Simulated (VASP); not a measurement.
# SnTe (F-43m) in VASP: settings compared, part 2 of 2

VASP 6.6.1.

## 3. Relaxation of cell and atoms, r2SCAN

POSCAR

```
SnTe
1.0
    0.0000000000      3.6092621520      3.6092621520
    3.6092621520      0.0000000000      3.6092621520
    3.6092621520      3.6092621520      0.0000000000
Sn Te
1 1
Direct
    0.0000000000      0.0000000000      0.0000000000
    0.2500000000      0.2500000000      0.2500000000
```

INCAR.step1

```
PREC = Accurate ; ENCUT = 550
ISMEAR = -1 ; SIGMA = 0.02
LREAL = False ; LASPH = True
NELM = 120 ; GGA = PE
ALGO = Normal ; EDIFF = 1E-5
LWAVE = True ; LCHARG = False
GGA_COMPAT = False ; IBRION = 2
ISIF = 3 ; EDIFFG = -0.005
NELMIN = 4 ; NSW = 100
```

INCAR.step2

```
PREC = Accurate ; ENCUT = 550
EDIFF = 1E-7 ; ISMEAR = -1
SIGMA = 0.02 ; LREAL = False
LASPH = True ; NELM = 120
ALGO = Normal ; ISIF = 3
LWAVE = False ; LCHARG = False
METAGGA = R2SCAN ; LMIXTAU = True
IBRION = 2 ; NSW = 80
EDIFFG = -0.005 ; ISTART = 1
GGA_COMPAT = False ; NELMIN = 4
```

KPOINTS

```
regular mesh
0
Gamma
  6 6 6
```

Potentials or basis: VASP PAW PBE potentials, release 64 (Sn_d, Te).

Launch:

```bash
cat potpaw_PBE.64/Sn_d/POTCAR potpaw_PBE.64/Te/POTCAR > POTCAR
cp INCAR.step1 INCAR
mpirun -np 1 vasp_std > vasp.out
cp INCAR.step2 INCAR
mpirun -np 1 vasp_std > vasp.out
```

OUTCAR:

```text
PREC = Accurate
   ENCUT = 550
   EDIFF = 1E-7
   ISMEAR = -1
   LREAL = False
   LASPH = True
   NELM = 120
   ISIF = 3
   METAGGA = R2SCAN
   IBRION = 2
   NSW = 80
   EDIFFG = -0.005
   ISTART = 1
   NELMIN = 4

 ion  position               nearest neighbor table
   1  0.000  0.000  0.000-   2 3.13   2 3.13   2 3.13   2 3.13
   2  0.250  0.250  0.250-   1 3.13   1 3.13   1 3.13   1 3.13

  LATTYP: Found a face centered cubic cell.
 ALAT       =     7.2185243040

  Lattice vectors:

 A1 = (   0.0000000000,   3.6092621520,   3.6092621520)
 A2 = (   3.6092621520,   0.0000000000,   3.6092621520)
 A3 = (   3.6092621520,   3.6092621520,   0.0000000000)

Analysis of symmetry for initial positions (statically):
=====================================================================
 Subroutine PRICEL returns:
 Original cell was already a primitive cell.

 Routine SETGRP: Setting up the symmetry group for a
 face centered cubic supercell.

 Subroutine GETGRP returns: Found 24 space group operations
 (whereof 24 operations were pure point group operations)
 out of a pool of 48 trial point group operations.

The static configuration has the point symmetry T_d .
[... 143 lines left out ...]

 number of electron      20.0000000 magnetization

 Free energy of the ion-electron system (eV)
  ---------------------------------------------------
  ext. energy  EPLUGINS =         0.00000000
  ---------------------------------------------------
  free energy    TOTEN  =       -50.06461966 eV

  energy without entropy =      -50.06461620  energy(sigma->0) =      -50.06461793

------------------------ aborting loop because EDIFF is reached ----------------------------------------

  FORCE on cell =-STRESS in cart. coord.  units (eV):
  Direction    XX          YY          ZZ          XY          YZ          ZX
  --------------------------------------------------------------------------------------
  -------------------------------------------------------------------------------------
  Total       -0.3112222     -0.3112222     -0.3112222      0.0000000      0.0000000     -0.0000000
  in kB       -5.3026864     -5.3026864     -5.3026864      0.0000000      0.0000000     -0.0000000
  external PRESSURE =      -5.3026864 kB  Pullay stress =       0.0000000 kB
[... 59 lines left out ...]
--------------------------------------- Ionic step        3  -------------------------------------------

 number of electron      20.0000005 magnetization

 Free energy of the ion-electron system (eV)
  ---------------------------------------------------
  ext. energy  EPLUGINS =         0.00000000
  ---------------------------------------------------
  free energy    TOTEN  =       -50.06796119 eV

  energy without entropy =      -50.06794967  energy(sigma->0) =      -50.06795543

 E-fermi :   3.2904     XC(G=0):  -8.0470

 val. band max:        3.1287338454   @ k =  -0.3333   0.5000   0.1667
 cond. band min:       3.4243968410   @ k =   0.5000   0.5000   0.0000
 fundamental gap:      0.2956629956
 Fermi energy:         3.2904077456

 k-point     1 :       0.0000    0.0000    0.0000
  band No.  band energies     occupation
      1     -19.2629      2.00000
      2     -19.2629      2.00000
      3     -19.2629      2.00000
      4     -19.2482      2.00000
      5     -19.2482      2.00000
      6      -8.8961      2.00000
      7      -1.8697      2.00000
      8       1.1004      2.00000
      9       1.1004      2.00000
     10       1.1004      2.00000
     11       4.3442      0.00000
     12       4.3442      0.00000
     13       4.3442      0.00000
     14       7.5662      0.00000
[... 282 lines left out ...]
  FREE ENERGIE OF THE ION-ELECTRON SYSTEM (eV)
  ---------------------------------------------------
  free  energy   TOTEN  =       -50.0679611934 eV

  energy  without entropy=      -50.0679496745  energy(sigma->0) =      -50.06795543

 reached required accuracy - stopping structural energy minimisation
```

OUTCAR.step1:

```text
PREC = Accurate
   ENCUT = 550
   ISMEAR = -1
   LREAL = False
   LASPH = True
   NELM = 120
   GGA = PE
   EDIFF = 1E-5
[... 484 lines left out ...]
      0.00000      0.00000      0.00000        -0.000000     -0.000000     -0.000000
      1.80463      1.80463      1.80463         0.000000      0.000000      0.000000
 -----------------------------------------------------------------------------------
    total drift:                               -0.000000     -0.000000     -0.000000

  FREE ENERGIE OF THE ION-ELECTRON SYSTEM (eV)
  ---------------------------------------------------
  free  energy   TOTEN  =        -7.0641795438 eV

  energy  without entropy=       -7.0641611657  energy(sigma->0) =       -7.06417035

 reached required accuracy - stopping structural energy minimisation
```

OSZICAR.step1:

```text
N       E                     dE             d eps       ncg     rms          rms(c)
DAV:   1     0.122768013486E+03    0.12277E+03   -0.95265E+03   454   0.149E+03
DAV:   2     0.500268357500E+01   -0.11777E+03   -0.11606E+03   460   0.337E+02
DAV:   3    -0.686889866021E+01   -0.11872E+02   -0.11496E+02   586   0.103E+02
DAV:   4    -0.719905806545E+01   -0.33016E+00   -0.33007E+00   504   0.186E+01
DAV:   5    -0.721323934069E+01   -0.14181E-01   -0.14181E-01   684   0.366E+00    0.437E+00
DAV:   6    -0.706407882218E+01    0.14916E+00   -0.42036E-01   548   0.345E+00    0.286E+00
DAV:   7    -0.706141583244E+01    0.26630E-02   -0.85327E-02   508   0.130E+00    0.106E+00
DAV:   8    -0.706303719886E+01   -0.16214E-02   -0.96484E-03   508   0.826E-01    0.238E-01
DAV:   9    -0.706382394732E+01   -0.78675E-03   -0.20424E-03   532   0.320E-01    0.766E-02
DAV:  10    -0.706400194199E+01   -0.17799E-03   -0.24278E-04   496   0.914E-02    0.460E-02
DAV:  11    -0.706417749153E+01   -0.17555E-03   -0.27645E-04   490   0.770E-02    0.300E-02
DAV:  12    -0.706417954385E+01   -0.20523E-05   -0.76263E-06   422   0.277E-02
   1 F= -.70641795E+01 E0= -.70641704E+01  d E =-.706418E+01
```

It took 3.6 min on 1 thread of AMD EPYC 9R45 (Zen 5), shared host; peak memory 0.24 GiB.

Results:

```
Free energy                            : -50.0680 eV
Relaxed volume                         : 46.04 Å³/atom
Relaxed cell                           : a = 5.069 Å, b = 5.069 Å, c = 5.069 Å, α = 60.00°, β = 60.00°, γ = 60.00°
Space group after relaxing (to 0.05 Å) : F-43m (No. 216)
Energy gained by relaxing              : 1.7 meV/atom
Ionic steps                            : 3
Pressure after relaxing                : 0.0 GPa
Band gap on the k mesh                 : 0.30 eV, indirect (least direct gap 0.87 eV)
```

The path:
```
step  energy change (eV)  largest force (eV/Å)  pressure (GPa)  volume (Å³)
   1              0.0000                0.0000           -0.53        94.03
   2             -0.0033                0.0000            0.05        91.93
   3             -0.0033                0.0000            0.00        92.09
```

Final structure:
```
CELL_PARAMETERS angstrom
0.00000 3.58421 3.58421
3.58421 0.00000 3.58421
3.58421 3.58421 0.00000
ATOMIC_POSITIONS crystal
Sn 0.00000 0.00000 0.00000
Te 0.25000 0.25000 0.25000
```

Caveat: the PAW data sets were made with another functional, which shifts forces and pressure a little; spin-orbit coupling is left out, which moves the levels of the heavy elements. A k mesh can miss the band edges.

## 4. Single point, PBE, non-collinear spin, zero start, spin-orbit coupling

This run uses another cell than the first one, of 46.04 Å³/atom, 0.979 times its volume.

INCAR

```
ALGO = Normal ; EDIFF = 1E-6
ENCUT = 500 ; GGA = PE
GGA_COMPAT = False ; ISIF = 2
ISMEAR = -1 ; LASPH = True
LCHARG = True ; LORBIT = 11
LORBMOM = True ; LREAL = False
LSORBIT = True ; LVHAR = True
LWAVE = False ; MAGMOM = 0 0 0 0 0 0
NBANDS = 32 ; NELM = 200
PREC = Accurate ; SIGMA = 0.02
```

KPOINTS

```
k-points
0
Gamma
  6 6 6
```

POSCAR

```
SnTe
1.0
    0.0000000000      3.5839840079      3.5839840079
    3.5839840079      0.0000000000      3.5839840079
    3.5839840079      3.5839840079      0.0000000000
Sn Te
1 1
Direct
    0.0000000000      0.0000000000      0.0000000000
    0.2500000000      0.2500000000      0.2500000000
```

Launch:

```bash
cat potpaw_PBE.64/Sn_d/POTCAR potpaw_PBE.64/Te/POTCAR > POTCAR
mpirun -np 1 vasp_ncl > vasp.out
```

Run time: 2.1 min. Hardware: 1 thread of AMD EPYC 9R45 (Zen 5), shared host; peak memory 0.5 GiB.

The run converged. Its results:

```yaml
Free_energy: -7.2228 eV
Pressure: 0.5 GPa
Net_moment: 0.00 μB per cell
Valence_electrons_inside_the_program's_atomic_spheres: Sn 12.07; Te 3.37
```

Moments on the atoms (μB; x, y, z):
```
Sn  0.00 0.00 0.00
Te  0.00 0.00 0.00
```

## 5. Overview

```tsv
task	level	potentials or basis	spin	cell	cutoff (eV)	gap on the mesh (eV)	pressure (GPa)	relaxed volume (Å³/atom)
relaxation of cell and atoms	LDA	VASP PAW LDA potentials, release 64 (Sn_d, Te)	off	relaxed from a = 5.104 Å, angles 60.0°, 2 atoms	500	none	0.0	43.04
relaxation of cell and atoms	r2SCAN	VASP PAW PBE potentials, release 64 (Sn_d, Te)	off	relaxed from a = 5.104 Å, angles 60.0°, 2 atoms	550	0.30	0.0	46.04
single point	PBE	VASP PAW PBE potentials, release 64 (Sn_d, Te)	non-collinear, zero start, SOC	a = 5.069 Å, angles 60.0°, 2 atoms	500	-	0.5	-
```

Alike in all rows: k mesh 6 × 6 × 6; smearing fermi-dirac 0.02 eV.

Caveats: spin-orbit coupling is left out, which moves the levels of the heavy elements (some runs); the PAW data sets were made with another functional, which shifts forces and pressure a little (some runs).

Total energies depend on the potentials used, so only differences within one code and one set of settings carry meaning.
